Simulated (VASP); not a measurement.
# PrMgH (Pmmm) in VASP: single point with PBE

Aim: the single point of PrMgH with PBE.

Everything below comes from runs of VASP 6.6.1. Logs are shortened: lines on timing, memory, paths and dates and some standing lists are left out, and cuts for length are marked.

## (1) The cell of the first run

The structure is orthorhombic, space group Pmmm (No. 47). Conventional cell: a = 3.588 Å, b = 3.592 Å, c = 10.638 Å, α = 90.00°, β = 90.00°, γ = 90.00°. Pr (site symmetry mmm) has 4 Mg at 3.44 Å and 4 Pr at 3.59 Å and 8 H at 4.64 Å within 4.7 Å. Pr (site symmetry mmm) has 4 H at 2.30 Å within 3.0 Å. Mg (site symmetry mm2) has 2 H at 2.03 Å within 2.7 Å. H (site symmetry mm2) has 2 Mg at 2.03 Å and 2 Pr at 2.30 Å within 2.7 Å.

## (2) Single point, PBE

POSCAR reads:

```
PrMgH
1.0
    3.5884096760      0.0000000000      0.0000000000
    0.0000000000      3.5915853085      0.0000000000
    0.0000000000      0.0000000000     10.6383644167
Pr Mg H
2 2 2
Direct
    0.0000000000      0.0000000000      0.0000000000
    0.5000000000      0.0000000000      0.5000000000
    0.0000000000      0.5000000000      0.2760669076
    0.0000000000      0.5000000000      0.7239330924
    0.5000000000      0.5000000000      0.3651947095
    0.5000000000      0.5000000000      0.6348052905
```

INCAR.step1 reads:

```
SYSTEM = PrMgH
  ALGO = Normal
  EDIFF = 1E-6
  ENCUT = 520
  GGA = PE
  GGA_COMPAT = .False.
  ISIF = 2
  ISMEAR = 0
  LASPH = .True.
  LCHARG = .True.
  LMAXMIX = 6
  LORBIT = 11
  LREAL = .False.
  LWAVE = .False.
  NBANDS = 23
  NEDOS = 2001
  NELM = 200
  PREC = Accurate
  SIGMA = 0.1
```

KPOINTS.step1 reads:

```
k-points
0
Gamma
  10 10 4
  0 0 0
```

INCAR.step2 reads:

```
SYSTEM = PrMgH
  ALGO = Normal
  EDIFF = 1E-6
  ENCUT = 520
  GGA = PE
  GGA_COMPAT = .False.
  ICHARG = 11
  ISIF = 2
  ISMEAR = -5
  LASPH = .True.
  LCHARG = .False.
  LMAXMIX = 6
  LORBIT = 11
  LREAL = .False.
  LWAVE = .False.
  NEDOS = 1001
  NELM = 200
  PREC = Accurate
  SIGMA = 0.1
```

KPOINTS.step2 reads:

```
k-points
0
Gamma
  15 15 6
  0 0 0
```

Potentials or basis: VASP PAW PBE potentials, release 64 (Pr_3, Mg, H), 4f in core.

Command:

```bash
> cat potpaw_PBE.64/Pr_3/POTCAR potpaw_PBE.64/Mg/POTCAR potpaw_PBE.64/H/POTCAR > POTCAR
> cp INCAR.step1 INCAR
> cp KPOINTS.step1 KPOINTS
> mpirun -np 1 vasp_std > vasp.out
> cp INCAR.step2 INCAR
> cp KPOINTS.step2 KPOINTS
> mpirun -np 1 vasp_std > vasp.out
```

OUTCAR:

```text
SYSTEM = PrMgH
   EDIFF = 1E-6
   ENCUT = 520
   GGA = PE
   ICHARG = 11
   ISIF = 2
   ISMEAR = -5
   LASPH = .True.
   LORBIT = 11
   LREAL = .False.
   NELM = 200
   PREC = Accurate

 ion  position               nearest neighbor table
   1  0.000  0.000  0.000-   3 3.44   4 3.44   3 3.44   4 3.44
   2  0.500  0.000  0.500-   5 2.30   6 2.30   5 2.30   6 2.30   3 3.48   4 3.48   3 3.48   4 3.48
                             3 3.48   4 3.48   3 3.48   4 3.48
   3  0.000  0.500  0.276-   5 2.03   5 2.03   1 3.44   1 3.44   2 3.48   2 3.48   2 3.48   2 3.48

   4  0.000  0.500  0.724-   6 2.03   6 2.03   1 3.44   1 3.44   2 3.48   2 3.48   2 3.48   2 3.48

   5  0.500  0.500  0.365-   3 2.03   3 2.03   2 2.30   2 2.30
   6  0.500  0.500  0.635-   4 2.03   4 2.03   2 2.30   2 2.30

  LATTYP: Found a simple orthorhombic cell.
 ALAT       =     3.5884096760
 B/A-ratio  =     1.0008849693
 C/A-ratio  =     2.9646460068

  Lattice vectors:

 A1 = (   3.5884096760,   0.0000000000,   0.0000000000)
 A2 = (   0.0000000000,   3.5915853085,   0.0000000000)
 A3 = (   0.0000000000,   0.0000000000,  10.6383644167)

Analysis of symmetry for initial positions (statically):
=====================================================================
 Subroutine PRICEL returns:
 Original cell was already a primitive cell.

 Routine SETGRP: Setting up the symmetry group for a
 simple orthorhombic supercell.

 Subroutine GETGRP returns: Found  8 space group operations
 (whereof  8 operations were pure point group operations)
 out of a pool of  8 trial point group operations.

The static configuration has the point symmetry D_2h.

Analysis of symmetry for dynamics (positions and initial velocities):
=====================================================================
 Subroutine PRICEL returns:
 Original cell was already a primitive cell.

 Routine SETGRP: Setting up the symmetry group for a
 simple orthorhombic supercell.

 Subroutine GETGRP returns: Found  8 space group operations
 (whereof  8 operations were pure point group operations)
 out of a pool of  8 trial point group operations.

The dynamic configuration has the point symmetry D_2h.

 Subroutine INISYM returns: Found  8 space group operations
 (whereof  8 operations are pure point group operations),
 and found     1 'primitive' translations

----------------------------------------------------------------------------------------
[... 117 lines left out ...]
   EFERMI =   0.00;   METHOD = LEGACY
   ISMEAR =    -5;   SIGMA  =   0.10  broadening in eV -4-tet -1-fermi 0-gaus
   EFERMI_NEDOS =   21; number of points for ismear=-14 and -15
   IALGO  =     38    algorithm
   IMIX   =      4    mixing-type and parameters
     AMIX     =   0.40;   BMIX     =  1.00
     AMIX_MAG =   1.60;   BMIX_MAG =  1.00
  volume/ion in A,a.u.               =      22.85       154.21
  Fermi-wavevector in a.u.,A,eV,Ry     =   0.964065  1.821819 12.645555  0.929422
  Thomas-Fermi vector in A             =   2.093665
   LORBIT       =     11    0 simple, 1 ext, 2 COOP (PROOUT), +10 PAW based schemes
   GGA     = PE    functional components
   LHFCALC =     F    Hartree Fock is set to
   AEXX    =    0.0000 exact exchange contribution
   IVDW    =     0    specifies the selected vdW correction
   LEPSILON=     F    determine dielectric tensor
   LRPA    =     F    only Hartree local field effects (RPA)
 non-spin polarized calculation
 Fermi weights with tetrahedron method with Bloechl corrections
  energy-cutoff  :      520.00
  volume of cell :      137.11
 maximum number of plane-waves:      3736
 NGX is ok and might be reduce to    28

 number of electron      28.0000002 magnetization

 Free energy of the ion-electron system (eV)
  ---------------------------------------------------
  ext. energy  EPLUGINS =         0.00000000
  ---------------------------------------------------
  free energy    TOTEN  =       -19.53330450 eV

  energy without entropy =      -19.53330450  energy(sigma->0) =      -19.53330450

 E-fermi :   2.3063     XC(G=0):  -8.7740

 val. band max:        2.3330549460   @ k =   0.0667   0.3333   0.0000
 cond. band min:       2.2476242469   @ k =   0.4667   0.0000   0.0000
 fundamental gap:     -0.0854306991
 Fermi energy:         2.3062821940

 k-point     1 :       0.0000    0.0000    0.0000
  band No.  band energies     occupation
      1     -34.3203      2.00000
      2     -33.7975      2.00000
      3     -16.2861      2.00000
      4     -16.0158      2.00000
      5     -15.9242      2.00000
      6     -15.8581      2.00000
[... 481 lines left out ...]
      5     -16.1145      2.00000
      6     -15.9164      2.00000
[... 10 lines left out ...]
     17       3.5360      0.00000
     18       3.5712      0.00000

 [... further k-points ...]

------------------------ aborting loop because EDIFF is reached ----------------------------------------

  FORCE on cell =-STRESS in cart. coord.  units (eV):
  Direction    XX          YY          ZZ          XY          YZ          ZX
  --------------------------------------------------------------------------------------
  -------------------------------------------------------------------------------------
  Total       -0.2152556      0.0864312      0.1305469     -0.0000000      0.0000000      0.0000000
  in kB       -2.5153710      1.0099917      1.5255061     -0.0000000      0.0000000      0.0000000
  external PRESSURE =       0.0067089 kB  Pullay stress =       0.0000000 kB

 VOLUME and BASIS-vectors are now :
 -----------------------------------------------------------------------------
  energy-cutoff  :      520.00
  volume of cell :      137.11
      direct lattice vectors                 reciprocal lattice vectors
     3.588409676  0.000000000  0.000000000     0.278674981  0.000000000  0.000000000
     0.000000000  3.591585309  0.000000000     0.000000000  0.278428581  0.000000000
     0.000000000  0.000000000 10.638364417     0.000000000  0.000000000  0.093999412

 POSITION                                       TOTAL-FORCE (eV/Angst)
 -----------------------------------------------------------------------------------
      0.00000      0.00000      0.00000         0.000000      0.000000      0.000000
      1.79420      0.00000      5.31918         0.000000      0.000000      0.000000
      0.00000      1.79579      2.93690         0.000000     -0.000000      0.037153
      0.00000      1.79579      7.70146         0.000000      0.000000     -0.037153
      1.79420      1.79579      3.88507         0.000000      0.000000     -0.002918
      1.79420      1.79579      6.75329        -0.000000     -0.000000      0.002918
 -----------------------------------------------------------------------------------
    total drift:                                0.000000     -0.000000      0.000000

  FREE ENERGIE OF THE ION-ELECTRON SYSTEM (eV)
  ---------------------------------------------------
  free  energy   TOTEN  =       -19.5333045047 eV

  energy  without entropy=      -19.5333045047  energy(sigma->0) =      -19.53330450

 total charge

# of ion       s       p       d       tot
------------------------------------------
    1        2.112   5.714   0.881   8.707
    2        2.086   5.774   0.924   8.784
    3        0.208   0.118   0.015   0.341
    4        0.208   0.118   0.015   0.341
    5        0.559   0.008   0.000   0.567
    6        0.559   0.008   0.000   0.567
--------------------------------------------------
tot          5.732  11.740   1.835  19.307
```

OSZICAR.step1:

```text
N       E                     dE             d eps       ncg     rms          rms(c)
DAV:   1     0.175902121458E+03    0.17590E+03   -0.12006E+04  4968   0.105E+03
DAV:   2    -0.906384744301E+01   -0.18497E+03   -0.17915E+03  5874   0.240E+02
DAV:   3    -0.208555597126E+02   -0.11792E+02   -0.11600E+02  8811   0.492E+01
DAV:   4    -0.212908363103E+02   -0.43528E+00   -0.43407E+00  6458   0.843E+00
DAV:   5    -0.213066836650E+02   -0.15847E-01   -0.15844E-01  7721   0.125E+00    0.780E+00
DAV:   6    -0.200709937845E+02    0.12357E+01   -0.90623E+00  6377   0.560E+00    0.439E+00
DAV:   7    -0.196940935720E+02    0.37690E+00   -0.40406E+00  6421   0.334E+00    0.295E+00
DAV:   8    -0.195408442883E+02    0.15325E+00   -0.89186E-01  6339   0.304E+00    0.646E-01
DAV:   9    -0.195386665615E+02    0.21777E-02   -0.60879E-02  7004   0.994E-01    0.284E-01
DAV:  10    -0.195389298759E+02   -0.26331E-03   -0.29798E-03  6877   0.212E-01    0.134E-01
DAV:  11    -0.195390670958E+02   -0.13722E-03   -0.66457E-04  6049   0.110E-01    0.304E-02
DAV:  12    -0.195390779193E+02   -0.10824E-04   -0.78261E-05  6428   0.359E-02    0.107E-02
DAV:  13    -0.195390770969E+02    0.82243E-06   -0.16621E-05  6171   0.165E-02    0.415E-03
DAV:  14    -0.195390780485E+02   -0.95165E-06   -0.20009E-06  5086   0.784E-03
   1 F= -.19539078E+02 E0= -.19529729E+02  d E =-.186989E-01
```

Wall time 5.8 min (1 thread of Intel Xeon Platinum 8559C (Emerald Rapids), shared host); peak memory 0.75 GiB.

Results:

```
Valence electrons inside the program's atomic spheres : Pr 8.71, 8.78; Mg 0.34; H 0.57
```

Caveat: spin-orbit coupling is left out, which moves the levels of the heavy elements; the 4f electrons are frozen in the core, so they carry no moment and show no levels. Spin polarisation is off, so any magnetic state and its effect on volume and gap are missing.
